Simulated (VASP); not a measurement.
GaN: single point with PBE0

The system is GaN.

```
CELL_PARAMETERS angstrom
0.00000 2.24895 2.24895
2.24895 0.00000 2.24895
2.24895 2.24895 0.00000
ATOMIC_POSITIONS crystal
Ga 0.00000 0.00000 0.00000
N 0.75000 0.75000 0.75000
```

```
Program             : VASP 6.6.1
Task                : single point
Functional          : PBE0
Potentials or basis : VASP PAW PBE potentials, release 64 (Ga_d, N)
Cutoff              : 520 eV
k mesh              : 6 × 6 × 6
Occupations         : gaussian, width 0.01 eV
Spin                : no spin polarisation
```

- Pressure: -0.3 GPa
- Band gap on the k mesh: 3.75 eV, direct

Levels at points of the mesh, in eV from the valence-band top:
```
           k point  band 7  band 8  band 9  band 10  band 11  band 12
(0.00, 0.00, 0.00)    0.00    0.00    0.00     3.75    12.73    12.73
(0.50, 0.00, 0.00)   -7.63   -1.06   -1.06     6.88    11.23    12.71
(0.50, 0.50, 0.00)   -6.64   -2.95   -2.95     5.20     8.94    14.40
```

Wall time 28 min on 1 thread of AMD EPYC 7R43 64-Core Processor (Zen 3), with other jobs on the host, peak memory 0.12 GiB.

Caveat: the PAW data sets were made with another functional, which shifts forces and pressure a little.
